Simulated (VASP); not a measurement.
# HfO2 in VASP: notebook

The runs below take HfO2 through electric field gradients, with PBE.

All numbers are computed with VASP 6.6.1; they aren't measurements. Logs are shortened: lines on timing, memory, paths and dates and some standing lists are left out, and cuts for length are marked.

## (1) The cell of the first run

It takes space group P2_1/c (No. 14, monoclinic). The conventional cell has a = 5.152 Å, b = 5.220 Å, c = 5.319 Å, α = 90.00°, β = 99.35°, γ = 90.00°. Within 2.7 Å of Hf (site symmetry 1) lie 7 O at 2.06 to 2.26 Å. Within 2.9 Å of O (site symmetry 1) lie 4 Hf at 2.15 to 2.26 Å and 5 O at 2.56 to 2.75 Å. Within 2.7 Å of O (site symmetry 1) lie 3 Hf at 2.06 to 2.16 Å and 2 O at 2.56 to 2.59 Å.

## (2) Electric field gradients, PBE (volume scaled by 1.02)

The input, INCAR:

```
SYSTEM = HfO2
  ALGO = Normal
  EDIFF = 1E-8
  ENCUT = 520
  GGA = PE
  ISIF = 2
  ISMEAR = -1
  LASPH = .TRUE.
  LCHARG = .FALSE.
  LEFG = .TRUE.
  LREAL = .FALSE.
  LWAVE = .FALSE.
  NBANDS = 56
  NELM = 80
  PREC = Accurate
  SIGMA = 0.02
```

The input, KPOINTS:

```
k-points
0
G
  4 4 4
  0 0 0
```

The input, POSCAR:

```
HfO2
1.0
    5.1518950275      0.0000000000      0.0000000000
    0.0000000000      5.2200433850      0.0000000000
   -0.8643497359      0.0000000000      5.2483970684
Hf O
4 8
Direct
    0.2767007731      0.0418824066      0.2081292236
    0.7232992269      0.5418824066      0.2918707764
    0.7232992269      0.9581175934      0.7918707764
    0.2767007731      0.4581175934      0.7081292236
    0.4465502579      0.7583828045      0.4802713727
    0.5534497421      0.2583828045      0.0197286273
    0.5534497421      0.2416171955      0.5197286273
    0.4465502579      0.7416171955      0.9802713727
    0.0726417556      0.3392506153      0.3389491494
    0.9273582444      0.8392506153      0.1610508506
    0.9273582444      0.6607493847      0.6610508506
    0.0726417556      0.1607493847      0.8389491494
```

Potentials or basis: VASP PAW PBE potentials, release 64 (Hf_pv, O).

Command:

```console
$ cat potpaw_PBE.64/Hf_pv/POTCAR potpaw_PBE.64/O/POTCAR > POTCAR
$ mpirun -np 1 vasp_std > vasp.out
```

OUTCAR:

```text
SYSTEM = HfO2
   EDIFF = 1E-8
   ENCUT = 520
   GGA = PE
   ISIF = 2
   ISMEAR = -1
   LASPH = .TRUE.
   LREAL = .FALSE.
   NELM = 80
   PREC = Accurate

 ion  position               nearest neighbor table
   1  0.277  0.042  0.208-   9 2.06  10 2.07   5 2.15  12 2.16   6 2.19   8 2.24   7 2.26   3 3.34
                             4 3.43   4 3.43   2 3.46   2 3.46   3 3.47   3 3.58
   2  0.723  0.542  0.292-  10 2.06   9 2.07   6 2.15  11 2.16   5 2.19   7 2.24   8 2.26   4 3.34
                             3 3.43   3 3.43   1 3.46   1 3.46   4 3.47   4 3.58
   3  0.723  0.958  0.792-  11 2.06  12 2.07   7 2.15  10 2.16   8 2.19   6 2.24   5 2.26   1 3.34
                             2 3.43   2 3.43   4 3.46   4 3.46   1 3.47   1 3.58
   4  0.277  0.458  0.708-  12 2.06  11 2.07   8 2.15   9 2.16   7 2.19   5 2.24   6 2.26   2 3.34
                             1 3.43   1 3.43   3 3.46   3 3.46   2 3.47   2 3.58
   5  0.447  0.758  0.480-   1 2.15   2 2.19   4 2.24   3 2.26
   6  0.553  0.258  0.020-   2 2.15   1 2.19   3 2.24   4 2.26
   7  0.553  0.242  0.520-   3 2.15   4 2.19   2 2.24   1 2.26
   8  0.447  0.742  0.980-   4 2.15   3 2.19   1 2.24   2 2.26
   9  0.073  0.339  0.339-   1 2.06   2 2.07   4 2.16
  10  0.927  0.839  0.161-   2 2.06   1 2.07   3 2.16
  11  0.927  0.661  0.661-   3 2.06   4 2.07   2 2.16
  12  0.073  0.161  0.839-   4 2.06   3 2.07   1 2.16

  LATTYP: Found a simple monoclinic cell.
 ALAT       =     5.1518950275
 B/A-ratio  =     1.0132278234
 C/A-ratio  =     1.0324540836
 COS(beta)  =    -0.1624993963

  Lattice vectors:

 A1 = (   5.1518950275,   0.0000000000,   0.0000000000)
 A2 = (   0.0000000000,   5.2200433850,   0.0000000000)
 A3 = (  -0.8643497359,   0.0000000000,   5.2483970684)

Analysis of symmetry for initial positions (statically):
=====================================================================
 Subroutine PRICEL returns:
 Original cell was already a primitive cell.

 Routine SETGRP: Setting up the symmetry group for a
 simple monoclinic supercell.

 Subroutine GETGRP returns: Found  4 space group operations
 (whereof  2 operations were pure point group operations)
 out of a pool of  4 trial point group operations.

The static configuration has the point symmetry S_2 .
 The point group associated with its full space group is C_2h.

Analysis of symmetry for dynamics (positions and initial velocities):
[... 1621 lines left out ...]
     0.000000000  5.220043385  0.000000000     0.000000000  0.191569289  0.000000000
    -0.864349736  0.000000000  5.248397068     0.000000000  0.000000000  0.190534364

 POSITION                                       TOTAL-FORCE (eV/Angst)
 -----------------------------------------------------------------------------------
      1.24564      0.21863      1.09234        -0.157900      0.054786     -0.111486
      3.47408      2.82865      1.53185         0.157900      0.054786      0.111486
      3.04191      5.00142      4.15605         0.157900     -0.054786      0.111486
      0.81346      2.39139      3.71654        -0.157900     -0.054786     -0.111486
      1.88546      3.95879      2.52065         0.115994      0.003513     -0.026320
      2.83426      1.34877      0.10354        -0.115994      0.003513      0.026320
      2.40209      1.26125      2.72774        -0.115994     -0.003513      0.026320
      1.45328      3.87127      5.14485         0.115994     -0.003513     -0.026320
      0.08127      1.77090      1.77894         0.011996     -0.021477      0.100367
      4.63845      4.38092      0.84526        -0.011996     -0.021477     -0.100367
      4.20627      3.44914      3.46946        -0.011996      0.021477     -0.100367
     -0.35090      0.83912      4.40314         0.011996      0.021477      0.100367
 -----------------------------------------------------------------------------------
    total drift:                                0.000000      0.000000     -0.000000

  FREE ENERGIE OF THE ION-ELECTRON SYSTEM (eV)
  ---------------------------------------------------
  free  energy   TOTEN  =      -122.0449182099 eV

  energy  without entropy=     -122.0449182099  energy(sigma->0) =     -122.04491821

 Electric field gradients (V/A^2)
---------------------------------------------------------------------
 ion       V_xx      V_yy      V_zz      V_xy      V_xz      V_yz
---------------------------------------------------------------------
   1     -10.554   -59.214    69.768     0.230   -60.114     6.023
   2     -10.554   -59.214    69.768    -0.230   -60.114    -6.023
   3     -10.554   -59.214    69.768     0.230   -60.114     6.023
   4     -10.554   -59.214    69.768    -0.230   -60.114    -6.023
   5       4.250     0.328    -4.578     2.496    -6.270    -6.791
   6       4.250     0.328    -4.578    -2.496    -6.270     6.791
   7       4.250     0.328    -4.578     2.496    -6.270    -6.791
   8       4.250     0.328    -4.578    -2.496    -6.270     6.791
   9      -1.542    -0.913     2.454   -10.656    -0.406     5.925
  10      -1.542    -0.913     2.454    10.656    -0.406    -5.925
  11      -1.542    -0.913     2.454   -10.656    -0.406     5.925
  12      -1.542    -0.913     2.454    10.656    -0.406    -5.925
---------------------------------------------------------------------

 Electric field gradients after diagonalization (V/A^2)
 (convention: |V_zz| > |V_xx| > |V_yy|)
----------------------------------------------------------------------
 ion       V_xx      V_yy      V_zz     asymmetry (V_yy - V_xx)/ V_zz
----------------------------------------------------------------------
   1     -59.918   -42.152   102.070       0.174
   2     -59.918   -42.152   102.070       0.174
   3     -59.918   -42.152   102.070       0.174
   4     -59.918   -42.152   102.070       0.174
   5     -10.428    -0.232    10.660       0.956
   6     -10.428    -0.232    10.660       0.956
   7     -10.428    -0.232    10.660       0.956
   8     -10.428    -0.232    10.660       0.956
   9      11.792     1.115   -12.907       0.827
  10      11.792     1.115   -12.907       0.827
  11      11.792     1.115   -12.907       0.827
  12      11.792     1.115   -12.907       0.827
----------------------------------------------------------------------

           NMR quadrupolar parameters

 Cq : quadrupolar parameter    Cq=e*Q*V_zz/h
 eta: asymmetry parameters     (V_yy - V_xx)/ V_zz
 Q  : nuclear electric quadrupole moment in mb (millibarn)
----------------------------------------------------------------------
 ion       Cq(MHz)       eta       Q (mb)
----------------------------------------------------------------------
   1       0.247       0.174       1.000
   2       0.247       0.174       1.000
   3       0.247       0.174       1.000
   4       0.247       0.174       1.000
   5       0.026       0.956       1.000
   6       0.026       0.956       1.000
   7       0.026       0.956       1.000
   8       0.026       0.956       1.000
   9      -0.031       0.827       1.000
  10      -0.031       0.827       1.000
  11      -0.031       0.827       1.000
  12      -0.031       0.827       1.000
----------------------------------------------------------------------
```

OSZICAR:

```text
N       E                     dE             d eps       ncg     rms          rms(c)
DAV:   1     0.569642777064E+03    0.56964E+03   -0.50141E+04  3360   0.157E+03
DAV:   2    -0.107581860760E+03   -0.67722E+03   -0.65721E+03  4224   0.406E+02
DAV:   3    -0.143427779982E+03   -0.35846E+02   -0.35695E+02  3944   0.849E+01
[... 12 lines left out ...]
DAV:  16    -0.122044918179E+03    0.28557E-06   -0.29054E-07  4048   0.242E-03    0.464E-03
DAV:  17    -0.122044918139E+03    0.39440E-07   -0.31213E-07  3840   0.241E-03    0.334E-03
DAV:  18    -0.122044918196E+03   -0.56607E-07   -0.47834E-08  3600   0.912E-04    0.857E-04
DAV:  19    -0.122044918216E+03   -0.19847E-07   -0.18306E-09  2400   0.210E-04    0.266E-04
DAV:  20    -0.122044918210E+03    0.57826E-08   -0.41083E-10  2352   0.106E-04
   1 F= -.12204492E+03 E0= -.12204492E+03  d E =-.334111E-11
```

Wall time 6.5 min (1 thread of Oxide Virtual Turin-like, shared host); peak memory 0.31 GiB.

What came out:

* Free energy: -122.0449 eV
* Pressure: -3.0 GPa
* Largest force: 0.201 eV/Å
* Band gap on the k mesh: 3.95 eV, indirect (least direct gap 4.04 eV)

Forces in eV/Å, atoms in the order of the input:
```
Hf  -0.158  0.055 -0.111
Hf   0.158  0.055  0.111
Hf   0.158 -0.055  0.111
Hf  -0.158 -0.055 -0.111
O    0.116  0.004 -0.026
O   -0.116  0.004  0.026
O   -0.116 -0.004  0.026
O    0.116 -0.004 -0.026
O    0.012 -0.021  0.100
O   -0.012 -0.021 -0.100
O   -0.012  0.021 -0.100
O    0.012  0.021  0.100
```

Electric field gradients, principal values (V/Å²):
```csv
atom,least,middle,greatest (by size)
1 Hf,-42.152,-59.918,102.070
2 Hf,-42.152,-59.918,102.070
3 Hf,-42.152,-59.918,102.070
4 Hf,-42.152,-59.918,102.070
5 O,-0.232,-10.428,10.660
6 O,-0.232,-10.428,10.660
7 O,-0.232,-10.428,10.660
8 O,-0.232,-10.428,10.660
9 O,1.115,11.792,-12.907
10 O,1.115,11.792,-12.907
11 O,1.115,11.792,-12.907
12 O,1.115,11.792,-12.907
```

Caveat: without QUAD_EFG the Cq values of the log hold for a quadrupole moment of 1 mb, not for the nuclei; spin-orbit coupling is left out, which moves the levels of the heavy elements. A k mesh can miss the band edges.

## (3) Electric field gradients, PBE (atom 4 (Hf) moved by 0.10 Å)

The input, INCAR:

```
SYSTEM = HfO2
PREC = Accurate
ENCUT = 520
EDIFF = 1E-8
ISMEAR = -1
SIGMA = 0.02
LREAL = .False.
LASPH = .True.
NELM = 80
ALGO = Normal
ISIF = 2
LWAVE = .False.
LCHARG = .False.
GGA = PE
LEFG = .True.
NBANDS = 56
```

The input, KPOINTS:

```
regular mesh
0
Gamma
  4 4 4
  0 0 0
```

Changes to POSCAR since step 2:

```diff
@@ -2,5 +2,5 @@
 1.0
-    5.1518950275      0.0000000000      0.0000000000
-    0.0000000000      5.2200433850      0.0000000000
-   -0.8643497359      0.0000000000      5.2483970684
+    5.1180000000      0.0000000000      0.0000000000
+    0.0000000000      5.1857000000      0.0000000000
+   -0.8586630598      0.0000000000      5.2138671406
 Hf O
@@ -11,3 +11,3 @@
     0.7232992269      0.9581175934      0.7918707764
-    0.2767007731      0.4581175934      0.7081292236
+    0.2850084493      0.4467208678      0.7224755808
     0.4465502579      0.7583828045      0.4802713727
```

Potentials or basis: VASP PAW PBE potentials, release 64 (Hf_pv, O).

Command:

```console
$ cat potpaw_PBE.64/Hf_pv/POTCAR potpaw_PBE.64/O/POTCAR > POTCAR
$ mpirun -np 1 vasp_std > vasp.out
```

OUTCAR:

```text
SYSTEM = HfO2
   PREC = Accurate
   ENCUT = 520
   EDIFF = 1E-8
   ISMEAR = -1
   LREAL = .False.
   LASPH = .True.
   NELM = 80
   ISIF = 2
   GGA = PE

 ion  position               nearest neighbor table
   1  0.277  0.042  0.208-   9 2.04  10 2.05   5 2.14  12 2.15   6 2.17   8 2.23   7 2.24   3 3.32
                             4 3.32   4 3.43   2 3.44   2 3.44   3 3.45   3 3.55
   2  0.723  0.542  0.292-  10 2.04   9 2.05   6 2.14  11 2.15   5 2.17   7 2.23   8 2.24   4 3.40
                             3 3.41   3 3.41   1 3.44   1 3.44   4 3.48   4 3.48
   3  0.723  0.958  0.792-  11 2.04  12 2.05   7 2.14  10 2.15   8 2.17   6 2.23   5 2.24   1 3.32
                             4 3.36   2 3.41   2 3.41   1 3.45   4 3.45   1 3.55
   4  0.285  0.447  0.722-  12 1.99  11 2.12   8 2.12   6 2.15   7 2.16   9 2.21   5 2.30   1 3.32
                             3 3.36   2 3.40   1 3.43   3 3.45   2 3.48   2 3.48
   5  0.447  0.758  0.480-   1 2.14   2 2.17   3 2.24   4 2.30
   6  0.553  0.258  0.020-   2 2.14   4 2.15   1 2.17   3 2.23
   7  0.553  0.242  0.520-   3 2.14   4 2.16   2 2.23   1 2.24
   8  0.447  0.742  0.980-   4 2.12   3 2.17   1 2.23   2 2.24
   9  0.073  0.339  0.339-   1 2.04   2 2.05   4 2.21
  10  0.927  0.839  0.161-   2 2.04   1 2.05   3 2.15
  11  0.927  0.661  0.661-   3 2.04   4 2.12   2 2.15
  12  0.073  0.161  0.839-   4 1.99   3 2.05   1 2.15

  LATTYP: Found a simple monoclinic cell.
 ALAT       =     5.1180000000
 B/A-ratio  =     1.0132278234
 C/A-ratio  =     1.0324540836
[... 1678 lines left out ...]
   6       6.128    -0.777    -5.350    -1.712    -7.520     7.924
   7       3.484    -2.516    -0.968     3.319    -9.461    -5.025
   8       4.050     4.889    -8.940    -1.779    -6.806     6.373
   9      -2.672    -4.426     7.098    -9.462    -0.052     3.061
  10      -1.241    -0.576     1.817     9.862    -0.911    -5.595
  11      -0.614    -0.888     1.502   -11.012     1.757     3.047
  12      -0.067    -1.827     1.894     8.127     0.642    -2.853
---------------------------------------------------------------------

 Electric field gradients after diagonalization (V/A^2)
 (convention: |V_zz| > |V_xx| > |V_yy|)
----------------------------------------------------------------------
 ion       V_xx      V_yy      V_zz     asymmetry (V_yy - V_xx)/ V_zz
----------------------------------------------------------------------
   1     -67.210   -39.045   106.255       0.265
   2     -60.297   -47.390   107.686       0.120
   3     -62.029   -43.755   105.784       0.173
   4     -78.323   -53.061   131.384       0.192
   5     -10.994    -1.142    12.136       0.812
   6      12.157     0.615   -12.773       0.904
   7      -9.164    -3.932    13.096       0.399
   8      10.684     2.696   -13.380       0.597
   9       8.849     4.449   -13.297       0.331
  10      11.351     0.270   -11.621       0.954
  11      10.358     2.230   -12.588       0.646
  12       7.611     2.079    -9.689       0.571
----------------------------------------------------------------------

           NMR quadrupolar parameters

 Cq : quadrupolar parameter    Cq=e*Q*V_zz/h
 eta: asymmetry parameters     (V_yy - V_xx)/ V_zz
 Q  : nuclear electric quadrupole moment in mb (millibarn)
----------------------------------------------------------------------
 ion       Cq(MHz)       eta       Q (mb)
----------------------------------------------------------------------
   1       0.257       0.265       1.000
   2       0.260       0.120       1.000
   3       0.256       0.173       1.000
   4       0.318       0.192       1.000
   5       0.029       0.812       1.000
   6      -0.031       0.904       1.000
   7       0.032       0.399       1.000
   8      -0.032       0.597       1.000
   9      -0.032       0.331       1.000
  10      -0.028       0.954       1.000
  11      -0.030       0.646       1.000
  12      -0.023       0.571       1.000
----------------------------------------------------------------------
```

OSZICAR:

```text
N       E                     dE             d eps       ncg     rms          rms(c)
DAV:   1     0.570955909155E+03    0.57096E+03   -0.50248E+04  4032   0.157E+03
DAV:   2    -0.108125117280E+03   -0.67908E+03   -0.66001E+03  5096   0.407E+02
DAV:   3    -0.143153576858E+03   -0.35028E+02   -0.34892E+02  4720   0.844E+01
DAV:   4    -0.143625881585E+03   -0.47230E+00   -0.47144E+00  5096   0.107E+01
[... 11 lines left out ...]
DAV:  16    -0.121942569473E+03   -0.92734E-07   -0.23657E-07  4936   0.261E-03    0.414E-03
DAV:  17    -0.121942569477E+03   -0.32715E-08   -0.25159E-07  4624   0.227E-03    0.250E-03
DAV:  18    -0.121942569389E+03    0.88080E-07   -0.21147E-08  3856   0.763E-04    0.101E-03
DAV:  19    -0.121942569401E+03   -0.12491E-07   -0.36204E-09  2880   0.283E-04    0.374E-04
DAV:  20    -0.121942569408E+03   -0.66657E-08   -0.65529E-10  2880   0.131E-04
   1 F= -.12194257E+03 E0= -.12194257E+03  d E =-.982511E-11
```

stdout:

```text
POSCAR found type information on POSCAR HfO
 POSCAR found :  2 types and      12 ions
 scaLAPACK will be used
 LDA part: xc-table for (Slater+PW92), standard interpolation
 POSCAR, INCAR and KPOINTS ok, starting setup
 FFT: planning ... GRIDC
 FFT: planning ... GRID_SOFT
 FFT: planning ... GRID
 WAVECAR not read
 entering main loop
ion   1
     0.0000654     0.0146532    -0.0840680    -1.1470262     1.2537240    -0.4230422
     0.0000901     0.0146532    -0.0840680    -1.1470262     1.2537240    -0.4230422
     0.0001241     0.0146531    -0.0840680    -1.1470262     1.2537240    -0.4230422
     0.0001709     0.0146531    -0.0840680    -1.1470262     1.2537240    -0.4230422

     0.0000654    -6.4122558    -5.2999858   -59.2871278    56.9518935   -25.0601799
     0.0000901    -6.4101612    -5.2985515   -59.2676530    56.9301629   -25.0506328
     0.0001241    -6.4070493    -5.2963794   -59.2380978    56.8968991   -25.0359800
     0.0001709    -6.4024541    -5.2931055   -59.1934503    56.8461998   -25.0135863
[... 106 lines left out ...]
     0.0000293     7.0877499    -1.1618565    -1.6584146    -1.0331831     0.1729266
     0.0000403     7.0877484    -1.1618561    -1.6584143    -1.0331828     0.1729266
     0.0000555     7.0877457    -1.1618554    -1.6584139    -1.0331823     0.1729266
     0.0000765     7.0877413    -1.1618543    -1.6584132    -1.0331815     0.1729266

ion  12
     0.0000293     0.3018999    -0.4194409    -1.1080952     0.310
```

Run time: 8 min. Hardware: 1 thread of Oxide Virtual Turin-like, shared host; peak memory 0.33 GiB.

What came out:

```
Free energy            : -121.9426 eV
Pressure               : 1.8 GPa
Largest force          : 2.182 eV/Å
Band gap on the k mesh : 3.94 eV, indirect (least direct gap 4.02 eV)
```

Forces on the atoms (eV/Å):
```
Hf  -0.323 -0.275  0.473
Hf   0.349  0.323  0.632
Hf   0.222 -0.702 -0.251
Hf  -0.588  1.315 -1.638
O    0.060  0.027  0.038
O    0.066 -0.179  0.161
O   -0.036 -0.039  0.151
O    0.066 -0.041  0.050
O    0.149 -0.165  0.156
O   -0.005  0.060 -0.118
O    0.167 -0.105  0.135
O   -0.126 -0.218  0.211
```

Stress tensor (GPa, compression positive):
```
 0.76  1.18 -0.51
 1.18  2.89 -0.59
-0.51 -0.59  1.74
```

Electric field gradients, principal values (V/Å²):
| atom | least | middle | greatest (by size) |
| --- | --- | --- | --- |
| 1 Hf | -39.045 | -67.210 | 106.255 |
| 2 Hf | -47.390 | -60.297 | 107.686 |
| 3 Hf | -43.755 | -62.029 | 105.784 |
| 4 Hf | -53.061 | -78.323 | 131.384 |
| 5 O | -1.142 | -10.994 | 12.136 |
| 6 O | 0.615 | 12.157 | -12.773 |
| 7 O | -3.932 | -9.164 | 13.096 |
| 8 O | 2.696 | 10.684 | -13.380 |
| 9 O | 4.449 | 8.849 | -13.297 |
| 10 O | 0.270 | 11.351 | -11.621 |
| 11 O | 2.230 | 10.358 | -12.588 |
| 12 O | 2.079 | 7.611 | -9.689 |

Caveat: the cell differs from its parent crystal (atom 4 (Hf) moved by 0.10 Å); without QUAD_EFG the Cq values of the log hold for a quadrupole moment of 1 mb, not for the nuclei; spin-orbit coupling is left out, which moves the levels of the heavy elements; forces of over 1 eV/Å act on the atoms, so gaps and moduli don't describe the material at rest.
